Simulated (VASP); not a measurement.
# C (P6_3/mmc) in VASP: a series of runs, part 2 of 2

VASP 6.6.1. Earlier steps stand in the parts before.

## (4) Relaxation of cell and atoms, PBE

Contents of INCAR:

```
SYSTEM = C
  PREC = Accurate
  ENCUT = 600
  EDIFF = 1E-6
  ISMEAR = 0
  SIGMA = 0.1
  LREAL = .FALSE.
  LASPH = .TRUE.
  NELM = 80
  ALGO = Normal
  ISIF = 3
  LWAVE = .FALSE.
  LCHARG = .FALSE.
  GGA = PE
  IBRION = 2
  NSW = 90
  EDIFFG = -0.04
```

Contents of KPOINTS:

```
regular mesh
0
G
  9 9 4
  0 0 0
```

Contents of POSCAR:

```
C
1.0
    2.5678482048      0.0000000000      0.0000000000
   -1.2839241024      2.2238217784      0.0000000000
    0.0000000000      0.0000000000      4.1677536284
C
2
Direct
    0.3333333333      0.6666666667      0.2500000000
    0.6666666667      0.3333333333      0.7500000000
```

Run with:

```bash
> cat potpaw_PBE.64/C/POTCAR > POTCAR
> mpirun -np 1 vasp_std > vasp.out
```

Run time: 20 s. Hardware: 1 thread of Intel Xeon Platinum 8488C (Sapphire Rapids), shared host; peak memory 0.14 GiB.

It converged, with:

| Item | Value |
| --- | --- |
| Free energy | -9.5701 eV |
| Relaxed volume | 6.79 Å³/atom |
| Relaxed cell | a = 2.108 Å, b = 2.108 Å, c = 3.527 Å, α = 90.00°, β = 90.00°, γ = 120.00° |
| Space group after relaxing (to 0.05 Å) | P6_3/mmc (No. 194) |
| Energy gained by relaxing | 746.2 meV/atom |
| Ionic steps | 11 |
| Pressure after relaxing | -0.2 GPa |
| Band gap on the k mesh | zero (band 4 reaches 15.61 eV, above the bottom of band 5 at 4.40 eV) |

Stress tensor (GPa, compression positive):
```
-0.46  0.00  0.00
 0.00 -0.46  0.00
 0.00  0.00  0.40
```

The path:
| step | energy change (eV) | largest force (eV/Å) | pressure (GPa) | volume (Å³) |
| --- | --- | --- | --- | --- |
| 1 | 0.0000 | 0.0000 | -30.06 | 23.80 |
| 2 | -1.2035 | 0.0000 | -21.39 | 16.91 |
| 3 | -1.4284 | 0.0000 | -7.40 | 14.44 |
| 4 | -1.4449 | 0.0000 | 1.71 | 13.50 |
| 5 | -1.4462 | 0.0000 | -0.57 | 13.70 |
| 6 | -1.4912 | 0.0000 | 0.30 | 13.52 |
| 7 | -1.4920 | 0.0000 | 0.60 | 13.50 |
| 8 | -1.4915 | 0.0000 | 1.48 | 13.47 |
| 9 | -1.4922 | 0.0000 | 0.81 | 13.49 |
| 10 | -1.4921 | 0.0000 | 0.72 | 13.50 |
| 11 | -1.4923 | 0.0000 | -0.17 | 13.57 |

Final structure:
```
CELL_PARAMETERS angstrom
2.10767 0.00000 0.00000
-1.05384 1.82530 0.00000
0.00000 0.00000 3.52730
ATOMIC_POSITIONS crystal
C 0.33333 0.66667 0.25000
C 0.66667 0.33333 0.75000
```

Levels at points of the mesh, in eV from the Fermi level:
```
           k point  band 1  band 2  band 3  band 4  band 5  band 6  band 7  band 8
(0.00, 0.00, 0.00)  -19.94  -10.36   -9.69    6.80    6.80    8.00    8.50    8.50
(0.00, 0.00, 0.50)  -17.42  -17.42    0.92    0.92    7.64    7.64    7.64    7.64
```

Caveat: the k points lie up to 0.45 Å⁻¹ apart in the final cell; the volume moved by over 15 % at a fixed basis, so the end points are rough.

## (5) Single point, PBE

This run uses another cell than the first one: it holds 16 atoms, not 2.

Contents of INCAR:

```
SYSTEM = C
PREC = Accurate
ENCUT = 520
EDIFF = 1E-6
ISMEAR = 0
SIGMA = 0.02
LREAL = Auto
LASPH = .TRUE.
NELM = 100
ALGO = Normal
ISIF = 2
LWAVE = .FALSE.
LCHARG = .FALSE.
GGA = PE
NBANDS = 46
```

Contents of KPOINTS:

```
Automatic mesh
0
G
  12 12 2
  0 0 0
```

Contents of POSCAR:

```
C
1.0
    2.5216994160      0.0000000000      0.0000000000
   -1.2608497080      2.1838557550      0.0000000000
    0.0000000000      0.0000000000     16.5528370550
C
16
Direct
    0.0000000000      0.0000000000      0.9532934594
    0.6666666667      0.3333333333      0.2974135097
    0.3333333333      0.6666666667      0.7974135097
    0.6666666667      0.3333333333      0.2025864903
    0.3333333333      0.6666666667      0.0778774154
    0.3333333333      0.6666666667      0.3287680600
    0.3333333333      0.6666666667      0.4221225846
    0.6666666667      0.3333333333      0.6712319400
    0.3333333333      0.6666666667      0.7025864903
    0.0000000000      0.0000000000      0.4532934594
    0.0000000000      0.0000000000      0.0467065406
    0.3333333333      0.6666666667      0.1712319400
    0.6666666667      0.3333333333      0.8287680600
    0.0000000000      0.0000000000      0.5467065406
    0.6666666667      0.3333333333      0.5778774154
    0.6666666667      0.3333333333      0.9221225846
```

Run with:

```bash
> cat potpaw_PBE.64/C/POTCAR > POTCAR
> mpirun -np 1 vasp_std > vasp.out
```

Wall time 1.8 min (1 thread of Intel Xeon 6975P-C (Granite Rapids), shared host); peak memory 0.25 GiB.

Results (log left out):

```
Free energy            : -145.4226 eV
Pressure               : 0.7 GPa
Largest force          : 0.009 eV/Å
Band gap on the k mesh : 4.39 eV, indirect (least direct gap 5.42 eV)
```

Forces in eV/Å, atoms in the order of the input:
```
C    0.000  0.000 -0.009
C    0.000  0.000  0.003
C    0.000  0.000  0.003
C    0.000  0.000 -0.003
C    0.000  0.000 -0.004
C    0.000  0.000  0.002
C    0.000  0.000  0.004
C    0.000  0.000 -0.002
C    0.000  0.000 -0.003
C    0.000  0.000 -0.009
C    0.000  0.000  0.009
C    0.000  0.000 -0.002
C    0.000  0.000  0.002
C    0.000  0.000  0.009
C    0.000  0.000 -0.004
C    0.000  0.000  0.004
```

Levels at points of the mesh, in eV from the valence-band top:
```csv
k point,band 28,band 29,band 30,band 31,band 32,band 33,band 34,band 35,band 36,band 37
"(0.00, 0.00, 0.00)",-0.61,-0.61,-0.11,0.00,0.00,5.42,5.42,5.52,6.11,6.11
"(0.50, 0.00, 0.00)",-3.79,-3.59,-3.56,-3.31,-2.87,4.64,4.93,5.01,5.30,5.89
"(0.00, 0.00, 0.50)",-0.84,-0.19,-0.19,-0.19,-0.19,5.65,5.65,5.65,5.65,5.95
"(0.50, 0.00, 0.50)",-4.24,-3.54,-3.54,-3.07,-3.07,4.73,4.73,5.37,5.37,5.66
```

## (6) Summary

| task | cell | k mesh | cutoff (eV) | smearing | gap on the mesh (eV) | pressure (GPa) | relaxed volume (Å³/atom) |
| --- | --- | --- | --- | --- | --- | --- | --- |
| single point | a = 2.568, b = 2.568, c = 4.168 Å, angles 90.0, 90.0, 120.0°, 2 atoms | 9 × 9 × 4 | 520 | gaussian 0.1 eV | none | -30.0 | - |
| relaxation of cell and atoms | relaxed from a = 2.106, b = 2.106, c = 3.529 Å, angles 90.0, 90.0, 120.0°, 2 atoms | 9 × 9 × 6 | 600 | gaussian 0.1 eV | none | 0.1 | 7.03 |
| relaxation of cell and atoms | relaxed from a = 2.568, b = 2.568, c = 4.168 Å, angles 90.0, 90.0, 120.0°, 2 atoms | 9 × 9 × 4 | 600 | gaussian 0.1 eV | none | -0.2 | 6.79 |
| single point | a = 2.522, b = 2.522, c = 16.553 Å, angles 90.0, 90.0, 120.0°, 16 atoms | 12 × 12 × 2 | 520 | gaussian 0.02 eV | 4.39 | 0.7 | - |

Alike in all rows: level PBE; potentials or basis VASP PAW PBE potentials, release 64 (C); no spin polarisation.

Caveats: some runs use coarse meshes; the volume moved by over 15 % at a fixed basis, so the end points are rough (some runs).

Absolute energies hang on the potentials; compare differences alone.
